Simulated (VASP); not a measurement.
# B13N12 (a cell with a defect) in VASP: notebook

The runs below take B13N12 (a cell with a defect) through single point, with PBE+D3(BJ).

Program: VASP 6.6.1. These are calculated values, not measurements. Logs are shortened: lines on timing, memory, paths and dates and some standing lists are left out, and cuts for length are marked.

### Step 1. The cell of the first run

The cell holds a defect, 25 atoms: a = 6.642 Å, b = 6.642 Å, c = 6.642 Å, α = 98.45°, β = 111.01°, γ = 119.63°.

### Step 2. Single point, PBE+D3(BJ), collinear spin

Input file INCAR:

```
  ALGO = Normal
  EDIFF = 1E-7
  ENCUT = 520
  GGA = PE
  ISIF = 2
  ISMEAR = 0
  ISPIN = 2
  IVDW = 12
  LASPH = True
  LCHARG = False
  LORBIT = 11
  LREAL = Auto
  LWAVE = False
  MAGMOM = 0 0 0 0 0 0 0 0 0 0 0 0 0.16 0 0 0 0 0 0 0 0 0 0 0 0
  NBANDS = 72
  NELM = 150
  PREC = Accurate
  SIGMA = 0.02
```

Input file KPOINTS:

```
Automatic mesh
0
Gamma
  2 2 2
  0.5 0.5 0.5
```

Input file POSCAR:

```
B13N12
1.0
   -3.7615274048      3.3394821732      4.3376638236
    3.7615274048      3.3394821732     -4.3376638236
   -3.7615274048     -3.3394821732     -4.3376638236
B N
13 12
Direct
    0.4944838174      0.2452263837      0.7511287379
    0.3368449609      1.0027420769      0.3324246020
    0.6509119956      0.9950670729      0.6612916741
    0.4989098140      0.7498586117      0.2455871460
    0.8334522718      0.2510874775      0.0818744179
    0.3738461058      0.5364894851      0.8279066436
    0.8416213747      0.7471828399      0.5741031849
    0.1492577566      0.2317446682      0.4148891156
    0.6539740871      0.4849163786      0.1621138785
    1.0179302144      1.0105920155      1.0076250299
    0.9859810059      0.4802540103      0.4964547233
    0.1701277845      0.7486263818      0.9161462769
    0.5915280966      0.7583496957      0.7684915476
    0.5011549447      0.9189425708      0.4113593863
    0.3327376067      0.6664360787      0.0001948537
    0.6680069088      0.6660480397      0.3309359540
    0.4812790991      0.3935405848      0.9169477722
    0.8364647890      0.9137180248      0.7486113646
    0.3297510657      0.1623083095      0.4985744571
    0.8207948639      0.4022273375      0.2481225519
    0.1723109229      0.9195363348      0.0824257890
    0.6808929520      0.1840399383      0.8343745598
    1.0038799020      0.6658010766      0.6640268605
    0.9977902302      0.1628758107      0.1634847933
    0.1334504437      0.3815698033      0.5764899567
```

Potentials or basis: VASP PAW PBE potentials, release 64 (B, N).

Started as:

```
cat potpaw_PBE.64/B/POTCAR potpaw_PBE.64/N/POTCAR > POTCAR
mpirun -np 1 vasp_std > vasp.out
```

OUTCAR:

```text
EDIFF = 1E-7
   ENCUT = 520
   GGA = PE
   ISIF = 2
   ISMEAR = 0
   ISPIN = 2
   IVDW = 12
   LASPH = True
   LORBIT = 11
   LREAL = Auto
   NELM = 150
   PREC = Accurate
 IVDW          = 12

 ion  position               nearest neighbor table
   1  0.494  0.245  0.751-  17 1.42  22 1.44  19 1.46
   2  0.337  0.003  0.332-  14 1.43  19 1.44  21 1.45
   3  0.651  0.995  0.661-  14 1.44  22 1.45  18 1.54  13 1.75
   4  0.499  0.750  0.246-  15 1.42  14 1.44  16 1.47
   5  0.833  0.251  0.082-  20 1.43  22 1.44  24 1.46
   6  0.374  0.536  0.828-  17 1.51  15 1.52  25 1.53  13 1.70
   7  0.842  0.747  0.574-  23 1.42  16 1.42  18 1.50
   8  0.149  0.232  0.415-  25 1.42  19 1.45  24 1.46
   9  0.654  0.485  0.162-  17 1.42  20 1.45  16 1.46
  10  0.018  0.011  0.008-  21 1.41  24 1.43  18 1.50  13 2.16
  11  0.986  0.480  0.496-  25 1.43  20 1.44  23 1.46
  12  0.170  0.749  0.916-  15 1.42  21 1.45  23 1.46
  13  0.592  0.758  0.768-  18 1.50   6 1.70   3 1.75  10 2.16
  14  0.501  0.919  0.411-   2 1.43   3 1.44   4 1.44
  15  0.333  0.666  0.000-  12 1.42   4 1.42   6 1.52
  16  0.668  0.666  0.331-   7 1.42   9 1.46   4 1.47
  17  0.481  0.394  0.917-   9 1.42   1 1.42   6 1.51
  18  0.836  0.914  0.749-  10 1.50   7 1.50  13 1.50   3 1.54
  19  0.330  0.162  0.499-   2 1.44   8 1.45   1 1.46
  20  0.821  0.402  0.248-   5 1.43  11 1.44   9 1.45
  21  0.172  0.920  0.082-  10 1.41   2 1.45  12 1.45
  22  0.681  0.184  0.834-   5 1.44   1 1.44   3 1.45
  23  0.004  0.666  0.664-   7 1.42  12 1.46  11 1.46
  24  0.998  0.163  0.163-  10 1.43   8 1.46   5 1.46
  25  0.133  0.382  0.576-   8 1.42  11 1.43   6 1.53

  LATTYP: Found a body centered orthorhombic cell.
 ALAT       =     6.6789643464
 B/A-ratio  =     1.1263804416
 C/A-ratio  =     1.2989031229

  Lattice vectors:

 A1 = (  -3.7615274048,  -3.3394821732,   4.3376638236)
 A2 = (   3.7615274048,   3.3394821732,   4.3376638236)
 A3 = (  -3.7615274048,   3.3394821732,  -4.3376638236)

Analysis of symmetry for initial positions (statically):
=====================================================================
 Subroutine PRICEL returns:
 Original cell was already a primitive cell.

 Routine SETGRP: Setting up the symmetry group for a
 body centered orthorhombic supercell.

 Subroutine GETGRP returns: Found  1 space group operations
 (whereof  1 operations were pure point group operations)
 out of a pool of  8 trial point group operations.

The static configuration has the point symmetry C_1 .

[... 193 lines left out ...]
  ---------------------------------------------------
  ext. energy  EPLUGINS =         0.00000000
  ---------------------------------------------------
  free energy    TOTEN  =      -211.64687588 eV

  energy without entropy =     -211.64687588  energy(sigma->0) =     -211.64687588

 E-fermi :   4.5550     XC(G=0): -10.2814

 val. band max:        4.4504502600   @ k =  -0.2500   0.2500   0.2500
 cond. band min:       5.2393613356   @ k =  -0.2500  -0.2500   0.2500
 fundamental gap:      0.7889110756
 Fermi energy:         4.5550335684

 spin component 1

 k-point     1 :       0.2500    0.2500    0.2500
  band No.  band energies     occupation
      1     -15.8184      1.00000
      2     -14.5025      1.00000
      3     -14.4542      1.00000
      4     -14.1357      1.00000
      5     -13.3205      1.00000
      6     -12.5344      1.00000
[... 245 lines left out ...]
     60      10.6075      0.00000
     61      10.8413      0.00000
 Fermi energy:         4.5550335684

 spin component 2

 k-point     1 :       0.2500    0.2500    0.2500
  band No.  band energies     occupation
      1     -15.7092      1.00000
      2     -14.4734      1.00000
      3     -14.4224      1.00000
      4     -14.1118      1.00000
      5     -13.2722      1.00000
      6     -12.5209      1.00000
[... 245 lines left out ...]
     60      10.6579      0.00000
     61      10.9008      0.00000
 [bands above 61 left out]

------------------------ aborting loop because EDIFF is reached ----------------------------------------

 Edisp (eV)   -3.66024

 E8    (eV) :    -1.0795

  FORCE on cell =-STRESS in cart. coord.  units (eV):
  Direction    XX          YY          ZZ          XY          YZ          ZX
  --------------------------------------------------------------------------------------
  -------------------------------------------------------------------------------------
  Total       8.83399     2.95971     7.37087     0.50485    -0.99121    -0.27114
  in kB      64.93942    21.75707    54.18387     3.71117    -7.28644    -1.99318
  external pressure =       46.96 kB  Pullay stress =        0.00 kB

 VOLUME and BASIS-vectors are now :
 -----------------------------------------------------------------------------
  energy-cutoff  :      520.00
  volume of cell :      217.95
      direct lattice vectors                 reciprocal lattice vectors
    -3.761527405  3.339482173  4.337663824    -0.132924726  0.149723812  0.000000000
     3.761527405  3.339482173 -4.337663824     0.000000000  0.149723812 -0.115269422
    -3.761527405 -3.339482173 -4.337663824    -0.132924726  0.000000000 -0.115269422

 POSITION                                       TOTAL-FORCE (eV/Angst)
 -----------------------------------------------------------------------------------
     -3.76298     -0.03813     -2.17695         0.003475      0.004872      0.001786
     -2.50716      0.02392      0.00728         0.000253      0.000746      0.002990
     -1.19292      3.28835     -4.36129         0.009283      0.007226      0.000524
      0.02017      3.35011     -2.15381        -0.004644     -0.010615      0.002223
     -2.49855      3.34838      2.17096        -0.003088      0.012317      0.001655
     -2.50241      0.27527     -4.29667        -0.004759      0.000740     -0.008424
[... 17 lines left out ...]
     -3.75551      3.33007      2.91244         0.000724      0.003661      0.001560
     -1.23517     -0.20528     -3.57688         0.002791      0.029979      0.002694
 -----------------------------------------------------------------------------------
    total drift:                               -0.002266      0.000294      0.003509

  FREE ENERGIE OF THE ION-ELECTRON SYSTEM (eV)
  ---------------------------------------------------
  free  energy   TOTEN  =      -215.3071185089 eV

  energy  without entropy=     -215.3071185089  energy(sigma->0) =     -215.30711851

 total charge

# of ion       s       p       d       tot
------------------------------------------
    1        0.748   1.445   0.000   2.193
    2        0.748   1.444   0.000   2.192
    3        0.720   1.472   0.000   2.192
    4        0.744   1.436   0.000   2.180
    5        0.745   1.430   0.000   2.174
    6        0.687   1.412   0.000   2.100
[... 17 lines left out ...]
   24        1.228   2.787   0.000   4.015
   25        1.233   2.769   0.000   4.002
--------------------------------------------------
tot         24.428  51.800   0.000  76.229

 magnetization (x)

# of ion       s       p       d       tot
------------------------------------------
    1       -0.000   0.007   0.000   0.007
    2        0.000   0.005   0.000   0.005
    3        0.005   0.102   0.000   0.107
    4        0.000   0.005   0.000   0.005
    5       -0.000   0.004   0.000   0.004
    6       -0.000   0.002   0.000   0.002
[... 17 lines left out ...]
   24        0.001   0.013   0.000   0.014
   25        0.000   0.003   0.000   0.003
--------------------------------------------------
tot          0.038   0.599   0.000   0.637
```

OSZICAR:

```text
N       E                     dE             d eps       ncg     rms          rms(c)
DAV:   1     0.461173008809E+03    0.46117E+03   -0.50367E+04  1152   0.129E+03
DAV:   2    -0.192467157480E+03   -0.65364E+03   -0.62100E+03  1416   0.303E+02
DAV:   3    -0.231986715459E+03   -0.39520E+02   -0.39176E+02  1432   0.751E+01
DAV:   4    -0.232597709830E+03   -0.61099E+00   -0.60952E+00  1440   0.989E+00
DAV:   5    -0.232609532969E+03   -0.11823E-01   -0.11816E-01  1424   0.134E+00    0.276E+01
DAV:   6    -0.213824543094E+03    0.18785E+02   -0.49323E+01  1344   0.244E+01    0.125E+01
DAV:   7    -0.212111477623E+03    0.17131E+01   -0.35027E+00  1408   0.697E+00    0.775E+00
DAV:   8    -0.211648272244E+03    0.46321E+00   -0.15229E+00  1368   0.428E+00    0.111E+00
DAV:   9    -0.211642798406E+03    0.54738E-02   -0.88709E-02  1352   0.133E+00    0.603E-01
DAV:  10    -0.211645646214E+03   -0.28478E-02   -0.13867E-02  1376   0.463E-01    0.348E-01
DAV:  11    -0.211646276275E+03   -0.63006E-03   -0.17803E-03  1360   0.200E-01    0.110E-01
DAV:  12    -0.211646723380E+03   -0.44710E-03   -0.63789E-04  1376   0.107E-01    0.473E-02
DAV:  13    -0.211646830394E+03   -0.10701E-03   -0.12675E-04  1336   0.506E-02    0.298E-02
DAV:  14    -0.211646866631E+03   -0.36237E-04   -0.35078E-05  1360   0.251E-02    0.146E-02
DAV:  15    -0.211646874670E+03   -0.80391E-05   -0.67985E-06  1352   0.107E-02    0.479E-03
DAV:  16    -0.211646875742E+03   -0.10712E-05   -0.11725E-06  1376   0.424E-03    0.177E-03
DAV:  17    -0.211646875842E+03   -0.10092E-06   -0.12731E-07  1048   0.164E-03    0.809E-04
DAV:  18    -0.211646875881E+03   -0.38757E-07   -0.48815E-08   864   0.925E-04
   1 F= -.21530712E+03 E0= -.21530712E+03  d E =-.187907E-14  mag=     1.0000
```

Wall time 7 min (1 thread of Oxide Virtual Turin-like, shared host); peak memory 0.43 GiB.

What came out:

```yaml
Free_energy: -215.3071 eV
Pressure: 4.7 GPa
Largest_force: 0.061 eV/Å
Band_gap_on_the_k_mesh: 0.79 eV
Net_moment: 1.00 μB per cell
Site_moments: B +0.01, +0.11, +0.00, +0.27 (each value once); N +0.04, +0.00, +0.03, +0.01, +0.07 (each value once) μB
Valence_electrons_inside_the_program's_atomic_spheres: B 2.19, 2.18, 2.17, 2.10, 2.16, 1.90 (each value once); N 4.03, 4.02, 4.00, 4.01, 4.04 (each value once)
Dispersion_energy_per_atom: -0.146 eV
```

Forces in eV/Å, atoms in the order of the input:
```
B    0.003  0.005  0.002
B    0.000  0.001  0.003
B    0.009  0.007  0.001
B   -0.005 -0.011  0.002
B   -0.003  0.012  0.002
B   -0.005  0.001 -0.008
B    0.001  0.006 -0.002
B   -0.003  0.006  0.004
B    0.002 -0.003  0.002
B   -0.006  0.001  0.003
B   -0.001  0.007 -0.002
B    0.001 -0.012  0.002
B    0.018 -0.053 -0.025
N   -0.003 -0.004 -0.001
N    0.000 -0.014 -0.004
N    0.000 -0.003 -0.002
N   -0.005  0.006  0.001
N   -0.006  0.004  0.017
N   -0.001  0.005  0.000
N   -0.002  0.009  0.001
N    0.004 -0.006  0.000
N   -0.003  0.000  0.000
N   -0.001  0.002 -0.001
N    0.001  0.004  0.002
N    0.003  0.030  0.003
```

Stress tensor (GPa, compression positive):
```
 6.49  0.37 -0.20
 0.37  2.18 -0.73
-0.20 -0.73  5.42
```

Levels at points of the mesh, in eV from the valence-band top:
Spin up:
```csv
k point,band 46,band 47,band 48,band 49,band 50,band 51,band 52,band 53,band 54,band 55
"(0.25, 0.25, 0.25)",-3.27,-2.90,-2.76,-0.95,-0.06,1.40,2.75,3.25,3.71,3.92
```
Spin down:
```
           k point  band 45  band 46  band 47  band 48  band 49  band 50  band 51  band 52  band 53  band 54
(0.25, 0.25, 0.25)    -3.26    -3.12    -2.88    -2.71    -0.80     0.81     1.60     2.79     3.30     3.77
```

Caveat: the k points lie up to 0.59 Å⁻¹ apart; semilocal functionals underestimate gaps, and a narrow one can read as zero.

### Step 3. Single point, PBE+D3(BJ), collinear spin

Input file INCAR:

```
ALGO = Normal
EDIFF = 1E-7
ENCUT = 520
GGA = PE
ISIF = 2
ISMEAR = 0
ISPIN = 2
IVDW = 12
LASPH = T
LCHARG = F
LORBIT = 11
LREAL = Auto
LWAVE = F
MAGMOM = 0 0 0 0 0 0 0 0 0 0 0 0 0.16 0 0 0 0 0 0 0 0 0 0 0 0
NBANDS = 72
NELM = 150
PREC = Accurate
SIGMA = 0.02
```

KPOINTS is that of step 2.

Input file POSCAR:

```
B13N12
1.0
   -3.7615274048      3.3394821732      4.3376638236
    3.7615274048      3.3394821732     -4.3376638236
   -3.7615274048     -3.3394821732     -4.3376638236
B N
13 12
Direct
    0.5131890194      0.2585526342      0.7512435654
    0.3422274282      1.0035487942      0.3300516806
    0.6239747839      0.9610238040      0.6647358524
    0.4983914668      0.7484398599      0.2508472707
    0.8447090276      0.2601399799      0.0790672179
    0.3526578716      0.5133229407      0.8460789243
    0.8352258133      0.7473849773      0.5806883888
    0.1684107736      0.2411520097      0.4063131777
    0.6673240271      0.4977381988      0.1660336858
    1.0001534604      0.9951446078      0.9951699565
    0.9955367130      0.4997249414      0.4936788262
    0.1557427894      0.7364827722      0.9167287618
    0.4290210131      0.6971969408      0.6867138859
    0.5147062303      0.9307265845      0.4114365779
    0.3116035853      0.6449431016      0.0032084642
    0.6637488058      0.6608042152      0.3314541428
    0.5025824556      0.4131130720      0.9179764202
    0.8392038928      0.9131666627      0.7469643800
    0.3378527721      0.1672832083      0.4979402540
    0.8418886163      0.4224490590      0.2484223854
    0.1660472219      0.9132851196      0.0808200492
    0.6893477124      0.1901590211      0.8349839625
    0.9962626517      0.6577824961      0.6646854720
    0.9990630826      0.1622973034      0.1621752348
    0.1824376312      0.4275850914      0.5778264136
```

Potentials or basis: VASP PAW PBE potentials, release 64 (B, N).

Started as:

```
cat potpaw_PBE.64/B/POTCAR potpaw_PBE.64/N/POTCAR > POTCAR
mpirun -np 1 vasp_std > vasp.out
```

Run time: 11 min. Hardware: 1 thread of Oxide Virtual Turin-like, shared host; peak memory 0.43 GiB.

It converged, with:

```
Free energy                                           : -215.2289 eV
Pressure                                              : 5.3 GPa
Largest force                                         : 0.290 eV/Å
Band gap on the k mesh                                : 0.81 eV
Net moment                                            : 1.00 μB per cell
Site moments                                          : B +0.01, +0.00, +0.10, +0.27 (each value once); N +0.02, +0.07, +0.01, +0.05, +0.00, +0.04 (each value once) μB
Valence electrons inside the program's atomic spheres : B 2.18, 2.19, 2.14, 2.17, 2.20, 1.93 (each value once); N 4.02, 4.03, 3.99, 4.04, 4.01 (each value once)
Dispersion energy per atom                            : -0.146 eV
```

Forces in eV/Å, atoms in the order of the input:
```
B   -0.005 -0.017  0.014
B   -0.016  0.011  0.000
B   -0.072  0.007  0.061
B   -0.013  0.025  0.005
B   -0.007 -0.030  0.009
B   -0.016 -0.054  0.000
B   -0.002  0.090 -0.027
B    0.000 -0.043  0.007
B    0.000  0.003 -0.002
B    0.003  0.101  0.008
B    0.028 -0.104 -0.006
B   -0.009  0.002 -0.003
B    0.173 -0.111 -0.060
N   -0.012  0.014  0.001
N   -0.009 -0.008  0.001
N   -0.006  0.017 -0.002
N   -0.002  0.029  0.003
N   -0.010  0.290 -0.015
N   -0.006 -0.006 -0.004
N    0.003 -0.034  0.004
N   -0.017  0.026  0.000
N   -0.008 -0.066  0.016
N   -0.007 -0.021 -0.004
N   -0.008  0.001 -0.003
N    0.017 -0.121 -0.001
```

Stress tensor (GPa, compression positive):
```
 6.43  0.71 -0.05
 0.71  2.73  0.69
-0.05  0.69  6.83
```

Levels at points of the mesh, in eV from the valence-band top:
Spin up:
```csv
k point,band 46,band 47,band 48,band 49,band 50,band 51,band 52,band 53,band 54,band 55
"(0.25, 0.25, 0.25)",-3.20,-2.90,-2.77,-0.65,-0.05,1.79,2.81,3.30,3.77,4.00
```
Spin down:
```tsv
k point	band 46	band 47	band 48	band 49	band 50	band 51	band 52	band 53
(0.25, 0.25, 0.25)	-3.05	-2.87	-2.72	-0.50	0.87	1.97	2.85	3.36
```

Caveat: the k points lie up to 0.59 Å⁻¹ apart.

(Continued in part 2 of 2.)
